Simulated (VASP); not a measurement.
Write the native input for VASP 6.6.1 that does the following.

- Task: single point
- Functional: r2SCAN
- Potentials or basis: VASP PAW PBE potentials, release 64 (Al, Ga_d, N)
- Cutoff: 520 eV
- k mesh: 8 × 8 × 6
- Occupations: gaussian, width 0.05 eV
- Spin: no spin polarisation
- Dipole correction: no
- Further INCAR settings: ALGO = Normal; EDIFF = 1e-06; NBANDS = 21

AlGaN2:

```xyz
4
Lattice="3.2955 0.0000 0.0000 0.0000 3.2955 0.0000 0.0000 0.0000 4.3118" Properties=species:S:1:pos:R:3 pbc="T T T"
Al    1.6477    1.6477    2.1559
Ga    0.0000    0.0000    0.0000
N     1.6477    0.0000    3.1868
N     0.0000    1.6477    1.1250
```

This cell differs from its parent crystal: strain +0.050 along x and y, -0.025 along z.

These files were run (other wordings do the same):

POSCAR

```
AlGaN2
1.0
    3.2954527410      0.0000000000      0.0000000000
    0.0000000000      3.2954527410      0.0000000000
    0.0000000000      0.0000000000      4.3117978094
Al Ga N
1 1 2
Direct
    0.5000000000      0.5000000000      0.5000000000
    0.0000000000      0.0000000000      0.0000000000
    0.5000000000      0.0000000000      0.7390831705
    0.0000000000      0.5000000000      0.2609168295
```

INCAR.step1

```
PREC = Accurate
ENCUT = 520
ISMEAR = 0
SIGMA = 0.05
LREAL = False
LASPH = True
NELM = 60
NBANDS = 21
GGA = PE
ALGO = Normal
EDIFF = 1E-4
LWAVE = True
LCHARG = False
```

INCAR.step2

```
PREC = Accurate
ENCUT = 520
EDIFF = 1E-6
ISMEAR = 0
SIGMA = 0.05
LREAL = False
LASPH = True
NELM = 60
ALGO = Normal
ISIF = 2
LWAVE = False
LCHARG = True
METAGGA = R2SCAN
LMIXTAU = True
LELF = True
LVHAR = True
NBANDS = 21
ISTART = 1
```

KPOINTS

```
regular mesh
0
Gamma
  8 8 6
```

Potentials or basis: VASP PAW PBE potentials, release 64 (Al, Ga_d, N).

Launch:

```console
$ cat potpaw_PBE.64/Al/POTCAR potpaw_PBE.64/Ga_d/POTCAR potpaw_PBE.64/N/POTCAR > POTCAR
$ cp INCAR.step1 INCAR
$ mpirun -np 1 vasp_std > vasp.out
$ cp INCAR.step2 INCAR
$ mpirun -np 1 vasp_std > vasp.out
```

Results of the run:

```
Pressure               : -12.8 GPa
Largest force          : 0.176 eV/Å
Band gap on the k mesh : 2.79 eV
```

Caveat: the cell differs from its parent crystal (strain +0.050 along x and y, -0.025 along z); the stress differs along the axes, from -16 to -7 GPa; the PAW data sets were made with another functional, which shifts forces and pressure a little.

It took 100 s on 1 thread of Intel(R) Xeon(R) 6975P-C (Granite Rapids) (shared host), peak memory 0.21 GiB.
